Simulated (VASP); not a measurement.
Runs of VASP 6.6.1 on Cr. The structure is that of space group Im-3m (No. 229), or close to it. The cells are those of the table. 

```tsv
task	cell	k mesh	cutoff (eV)	gap on the mesh (eV)	pressure (GPa)
single point	a = 2.437 Å, angles 109.5°, 1 atom	20 × 20 × 20	520	none	-0.5
single point	a = 2.362 Å, angles 109.5°, 1 atom	20 × 20 × 20	520	none	(a)
single point	a = 2.413 Å, angles 109.5°, 1 atom	20 × 20 × 20	520	none	8.6
single point	a = 2.461 Å, angles 109.5°, 1 atom	20 × 20 × 20	520	none	-8.4
relaxation of cell and atoms	relaxed from a = 2.438 Å, angles 109.5°, 1 atom	20 × 20 × 20	600	none	0.0
single point	a = 2.438 Å, angles 109.5°, 1 atom	10 × 10 × 10	500	none	-0.5
single point	a = 2.485 Å, angles 109.5°, 1 atom	20 × 20 × 20	520	none	-15.0
single point	a = 2.516 Å, angles 109.5°, 1 atom	20 × 20 × 20	520	none	(b)
single point	a = 2.387 Å, angles 109.5°, 1 atom	20 × 20 × 20	520	none	19.3
single point	a = 2.335 Å, angles 109.5°, 1 atom	20 × 20 × 20	520	none	46.5
```

Alike in all rows: level PBEsol; potentials or basis VASP PAW PBE potentials, release 64 (Cr_pv); no spin polarisation; smearing gaussian 0.1 eV.

Task: Fill in the values left out.

Result: (a) 32.1; (b) -22.4.

Caveats: the PAW data sets were made with another functional, which shifts forces and pressure a little; the run has no spin polarisation, though such a crystal can be magnetic.

A gap of «none» marks levels without a gap at the run's occupations.
